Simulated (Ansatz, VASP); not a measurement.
# Al3Si2N3 in VASP and in Ansatz

```
Al Si N
1.0
     3.22466    0.00024   -0.00080
    -1.61212    2.79208    0.00163
    -0.00250    0.00398   11.18339
Al Si N
3 2 3
Direct
  0.33328 0.66706 0.51442
  0.33337 0.66611 0.96055
  0.66655 0.33329 0.73737
  0.33348 0.66679 0.18405
  0.66685 0.33332 0.29879
  0.66662 0.33374 0.46356
  0.66674 0.33297 0.90737
  0.33310 0.66672 0.68391
```

Change from the starting cell: cell x1, atoms moved at random (sigma 0.05 Å) and cell strained at random (1.5 %), then relaxed without symmetry.

Alike in both runs: functional PBE; k mesh 6 × 6 × 2; occupations gaussian, width 0.2 eV; no spin polarisation.

Ansatz relaxed the structure, and its values are those at the end. VASP's run is a single point on that final structure, the one shown.

```csv
,VASP,Ansatz
version,VASP 6.6.1,Ansatz 0.2.0
potentials or method,"VASP PAW PBE potentials, release 64 (Al, Si, N), cutoff 520 eV","scalar-relativistic, plane waves, PAW"
valence electrons in the cell,32,32
```

|  | VASP | Ansatz | Ansatz less VASP |
| --- | --- | --- | --- |
| gap on the k mesh at the Fermi level (eV) | none | none | - |
| pressure (GPa) | -0.2 | 0.0 | +0.21 |
| rms of the force components (eV/Å) | 0.009 | 0.009 | -0.0004 |

A gap of «none» marks a metal or a gap that the smearing closes. With one functional, cell and mesh, what is left measures potentials, basis and numerics.

The k mesh is coarse, so the values compare programs but aren't converged.
